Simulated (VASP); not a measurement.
In, 1 atom in the cell. Symmetry: I4/mmm, No. 139, tetragonal system. Conventional cell: a = 3.378 Å, b = 3.378 Å, c = 4.801 Å, α = 90.00°, β = 90.00°, γ = 90.00°. In (site symmetry 4/mmm) has 12 In at 3.38 to 3.39 Å within 4.4 Å. This isn't the form of In at room conditions, which is tetragonal.

```yaml
Program: VASP 6.6.1
Task: single point
Functional: PBE
Potentials_or_basis: VASP PAW PBE potentials, release 64 (In_d)
Cutoff: 500 eV
k_mesh: 10 × 10 × 10
Occupations: fermi-dirac, width 0.02 eV
Spin: no spin polarisation
Dipole_correction: no
Further_INCAR_settings: ALGO = Normal; EDIFF = 1e-06; NBANDS = 12
```

Potentials or basis: VASP PAW PBE potentials, release 64 (In_d).

Run with:

```console
$ cat potpaw_PBE.64/In_d/POTCAR > POTCAR
$ mpirun -np 1 vasp_std > vasp.out
```

Hardware: 1 thread of Intel(R) Xeon(R) Platinum 8559C (Emerald Rapids), with other jobs on the host.

Question: How long does it take, and how much memory?

Answer: It took 22 s on 1 thread of Intel(R) Xeon(R) Platinum 8559C (Emerald Rapids), with other jobs on the host, peak memory 0.17 GiB. Counts: scf iterations 10, k points 102.
